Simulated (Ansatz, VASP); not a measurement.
One calculation of Tl, two programs

```
CELL_PARAMETERS angstrom
2.01923 -2.36805 0.00000
2.01923 2.36805 0.00000
0.00000 0.00000 2.94074
ATOMIC_POSITIONS crystal
Tl 0.00000 0.00000 0.00000
```

Alike in both runs: task relaxation of cell and atoms; functional PBE; k mesh 6 × 6 × 6; occupations gaussian, width 0.1 eV; no spin polarisation.

|  | VASP | Ansatz |
| --- | --- | --- |
| version | VASP 6.6.1 | Ansatz 0.2.0 |
| potentials or method | VASP PAW PBE potentials, release 64 (Tl_d), cutoff 600 eV | scalar-relativistic, plane waves, PAW |
| valence electrons in the cell | 13 | 13 |

VASP gave:

```
gap on the k mesh at the Fermi level, each at its own relaxed structure (eV) : none
relaxed volume (Å³/atom)                                                     : 34.08
relaxed cell length with the largest relative difference (Å)                 : 3.574
```

**Question.** Estimate Ansatz's values.

**Answer.** gap on the k mesh at the Fermi level, each at its own relaxed structure (eV): none; relaxed volume (Å³/atom): 33.24; relaxed cell length with the largest relative difference (Å): 3.444.

A gap of «none» marks a metal or a gap that the smearing closes.

Neither program's run includes spin-orbit coupling. Noted on VASP's run: the volume moved by over 15 % at a fixed basis, so the end points are rough.
